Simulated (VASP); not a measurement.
# CoO (R-3m) in VASP: electric field gradients with PBEsol

Aim: the electric field gradients of CoO with PBEsol.

Everything below comes from runs of VASP 6.6.1. Logs are shortened: lines on timing, memory, paths and dates and some standing lists are left out, and cuts for length are marked.

## 1. The cell of the first run

Symmetry: R-3m, No. 166, trigonal system. Conventional cell: a = 2.999 Å, b = 2.999 Å, c = 7.458 Å, α = 90.00°, β = 90.00°, γ = 120.00°. Co (site symmetry -3m) has 6 O at 2.13 Å within 2.8 Å. Within 2.8 Å of O (site symmetry -3m) lie 6 Co at 2.13 Å.

## 2. Electric field gradients, PBEsol, collinear spin, ferromagnetic start (equal xy, yz and zx shear strains of +1 %)

Contents of INCAR:

```
PREC = Accurate
ENCUT = 520
EDIFF = 1E-8
ISMEAR = -1
SIGMA = 0.05
LREAL = False
LASPH = True
NELM = 150
ALGO = Normal
ISIF = 2
LWAVE = False
LCHARG = False
ISPIN = 2
MAGMOM = 2 0
LORBIT = 11
LMAXMIX = 4
GGA = PS
LEFG = True
NBANDS = 18
```

Contents of KPOINTS:

```
regular mesh
0
Gamma
  16 16 16
```

Contents of POSCAR:

```
CoO
1.0
    0.0213150000      2.1421575000      2.1421575000
    2.1421575000      0.0213150000      2.1421575000
    2.1421575000      2.1421575000      0.0213150000
Co O
1 1
Direct
    0.0000000000      0.0000000000      0.0000000000
    0.5000000000      0.5000000000      0.5000000000
```

Potentials or basis: VASP PAW PBE potentials, release 64 (Co, O).

Command:

```
$ cat potpaw_PBE.64/Co/POTCAR potpaw_PBE.64/O/POTCAR > POTCAR
$ mpirun -np 1 vasp_std > vasp.out
```

OUTCAR:

```text
PREC = Accurate
   ENCUT = 520
   EDIFF = 1E-8
   ISMEAR = -1
   LREAL = False
   LASPH = True
   NELM = 150
   ISIF = 2
   ISPIN = 2
   LORBIT = 11
   GGA = PS

 ion  position               nearest neighbor table
   1  0.000  0.000  0.000-   2 2.13   2 2.13   2 2.13   2 2.13   2 2.13   2 2.13
   2  0.500  0.500  0.500-   1 2.13   1 2.13   1 2.13   1 2.13   1 2.13   1 2.13

  LATTYP: Found a trigonal (rhomboedric) cell.
 ALAT       =     3.0295431733
 COS(alpha) =     0.5099250056

  Lattice vectors:

 A1 = (   0.0213150000,   2.1421575000,   2.1421575000)
 A2 = (   2.1421575000,   0.0213150000,   2.1421575000)
 A3 = (   2.1421575000,   2.1421575000,   0.0213150000)

Analysis of symmetry for initial positions (statically):
=====================================================================
 Subroutine PRICEL returns:
 Original cell was already a primitive cell.

 Routine SETGRP: Setting up the symmetry group for a
 trigonal (rhombohedral) supercell.

 Subroutine GETGRP returns: Found 12 space group operations
 (whereof 12 operations were pure point group operations)
 out of a pool of 12 trial point group operations.

The static configuration has the point symmetry D_3d.

Analysis of symmetry for dynamics (positions and initial velocities):
=====================================================================
 Subroutine PRICEL returns:
 Original cell was already a primitive cell.

 Routine SETGRP: Setting up the symmetry group for a
 trigonal (rhombohedral) supercell.

 Subroutine GETGRP returns: Found 12 space group operations
 (whereof 12 operations were pure point group operations)
 out of a pool of 12 trial point group operations.

The dynamic configuration has the point symmetry D_3d.

Analysis of structural, dynamic, and magnetic symmetry:
=====================================================================
 Subroutine PRICEL returns:
 Original cell was already a primitive cell.

 Routine SETGRP: Setting up the symmetry group for a
 trigonal (rhombohedral) supercell.

 Subroutine GETGRP returns: Found 12 space group operations
 (whereof 12 operations were pure point group operations)
[... 153 lines left out ...]
 fundamental gap:      0.0016884787
 Fermi energy:         7.7867845860

 spin component 1

 k-point     1 :       0.0000    0.0000    0.0000
  band No.  band energies     occupation
      1     -12.4126      1.00000
      2       4.4942      1.00000
      3       4.4942      1.00000
      4       4.5153      1.00000
      5       4.5870      1.00000
      6       4.6140      1.00000
[... 493 lines left out ...]
     17      30.7122      0.00000
     18      33.3866      0.00000

 [... further k-points ...]

 spin component 2

 k-point     1 :       0.0000    0.0000    0.0000
  band No.  band energies     occupation
      1     -11.8677      1.00000
      2       5.1262      1.00000
      3       5.2347      1.00000
      4       5.2347      1.00000
      5       6.6481      1.00000
      6       6.7070      1.00000
[... 493 lines left out ...]
     17      31.5198      0.00000
     18      34.2262      0.00000

 [... further k-points ...]
[... 5 lines left out ...]
  --------------------------------------------------------------------------------------
  -------------------------------------------------------------------------------------
  Total       -1.3574818     -1.3574818     -1.3574818      0.0216866      0.0216866      0.0216866
  in kB     -112.3029179   -112.3029179   -112.3029179      1.7941055      1.7941055      1.7941055
  external PRESSURE =    -112.3029179 kB  Pullay stress =       0.0000000 kB

 VOLUME and BASIS-vectors are now :
 -----------------------------------------------------------------------------
  energy-cutoff  :      520.00
  volume of cell :       19.37
      direct lattice vectors                 reciprocal lattice vectors
     0.021315000  2.142157500  2.142157500    -0.236922472  0.234588260  0.234588260
     2.142157500  0.021315000  2.142157500     0.234588260 -0.236922472  0.234588260
     2.142157500  2.142157500  0.021315000     0.234588260  0.234588260 -0.236922472

 POSITION                                       TOTAL-FORCE (eV/Angst)
 -----------------------------------------------------------------------------------
      0.00000      0.00000      0.00000         0.000000      0.000000      0.000000
      2.15282      2.15282      2.15282         0.000000      0.000000     -0.000000
 -----------------------------------------------------------------------------------
    total drift:                                0.000000     -0.000000     -0.000000

  FREE ENERGIE OF THE ION-ELECTRON SYSTEM (eV)
  ---------------------------------------------------
  free  energy   TOTEN  =       -13.9583418582 eV

  energy  without entropy=      -13.9255878074  energy(sigma->0) =      -13.94196483

 Electric field gradients (V/A^2)
---------------------------------------------------------------------
 ion       V_xx      V_yy      V_zz      V_xy      V_xz      V_yz
---------------------------------------------------------------------
   1       0.000     0.000    -0.000     1.097     1.097     1.097
   2      -0.000     0.000    -0.000     1.481     1.481     1.481
---------------------------------------------------------------------

 Electric field gradients after diagonalization (V/A^2)
 (convention: |V_zz| > |V_xx| > |V_yy|)
----------------------------------------------------------------------
 ion       V_xx      V_yy      V_zz     asymmetry (V_yy - V_xx)/ V_zz
----------------------------------------------------------------------
   1      -1.097    -1.097     2.194       0.000
   2      -1.481    -1.481     2.963       0.000
----------------------------------------------------------------------

           NMR quadrupolar parameters

 Cq : quadrupolar parameter    Cq=e*Q*V_zz/h
 eta: asymmetry parameters     (V_yy - V_xx)/ V_zz
 Q  : nuclear electric quadrupole moment in mb (millibarn)
----------------------------------------------------------------------
 ion       Cq(MHz)       eta       Q (mb)
----------------------------------------------------------------------
   1       0.005       0.000       1.000
   2       0.007       0.000       1.000
----------------------------------------------------------------------

 total charge

# of ion       s       p       d       tot
------------------------------------------
    1        0.297   0.360   7.141   7.797
    2        1.550   3.399   0.000   4.949
--------------------------------------------------
tot          1.847   3.758   7.141  12.746

 magnetization (x)

# of ion       s       p       d       tot
------------------------------------------
    1        0.020   0.017   2.534   2.571
    2        0.029   0.290   0.000   0.319
--------------------------------------------------
tot          0.049   0.307   2.534   2.890
```

OSZICAR:

```text
N       E                     dE             d eps       ncg     rms          rms(c)
DAV:   1     0.762948295330E+02    0.76295E+02   -0.65482E+03 31106   0.956E+02
DAV:   2    -0.114841825587E+02   -0.87779E+02   -0.75662E+02 31728   0.221E+02
[... 11 lines left out ...]
DAV:  14    -0.139583431146E+02    0.36473E-04   -0.45179E-05 46480   0.917E-02    0.361E-02
DAV:  15    -0.139583437253E+02   -0.61074E-06   -0.90163E-06 44428   0.364E-02    0.248E-02
DAV:  16    -0.139583417312E+02    0.19941E-05   -0.52174E-06 44204   0.330E-02    0.834E-03
DAV:  17    -0.139583418915E+02   -0.16022E-06   -0.16141E-06 43478   0.125E-02    0.414E-03
DAV:  18    -0.139583418609E+02    0.30557E-07   -0.15886E-07 44404   0.654E-03    0.134E-03
DAV:  19    -0.139583418582E+02    0.27092E-08   -0.96225E-08 35920   0.359E-03
   1 F= -.13958342E+02 E0= -.13941965E+02  d E =-.327541E-01  mag=     2.9444
```

stdout:

```text
POSCAR found type information on POSCAR CoO
 POSCAR found :  2 types and       2 ions
 scaLAPACK will be used
 -----------------------------------------------------------------------------
|                                                                             |
|                                                                             |
|     You enforced a specific xc type in the INCAR file but a different       |
|     I HOPE YOU KNOW WHAT YOU ARE DOING!                                     |
|                                                                             |
 -----------------------------------------------------------------------------

 LDA part: xc-table for (Slater+PW92), standard interpolation
 POSCAR, INCAR and KPOINTS ok, starting setup
 FFT: planning ... GRIDC
 FFT: planning ... GRID_SOFT
 FFT: planning ... GRID
 WAVECAR not read
 entering main loop
ion   1

ion   2
```

Run time: 4.4 min. Hardware: 1 thread of Intel Xeon Platinum 8375C at 2.90GHz (Ice Lake), shared host; peak memory 0.33 GiB.

What came out:

```yaml
Free_energy: -13.9583 eV
Pressure: -11.2 GPa
Net_moment: 2.94 μB per cell
Site_moments: Co +2.57; O +0.32 μB
Largest_electric_field_gradient_by_atom: Co +2.2; O +3.0 V/Å²
Valence_electrons_inside_the_program's_atomic_spheres: Co 7.80; O 4.95
```

Stress tensor (GPa, compression positive):
```
-11.23   0.18   0.18
  0.18 -11.23   0.18
  0.18   0.18 -11.23
```

Electric field gradients, principal values (V/Å²):
```csv
atom,least,middle,greatest (by size)
1 Co,-1.097,-1.097,2.194
2 O,-1.481,-1.481,2.963
```

Caveat: the cell differs from its parent crystal (equal xy, yz and zx shear strains of +1 %); the cell stands under tension; without QUAD_EFG the Cq values of the log hold for a quadrupole moment of 1 mb, not for the nuclei; the PAW data sets were made with another functional, which shifts forces and pressure a little; a cell with one magnetic atom can't hold antiferromagnetic order, which such compounds often take; semilocal functionals often make such compounds metallic where correlation or magnetic order opens a gap, which also shifts bond lengths.
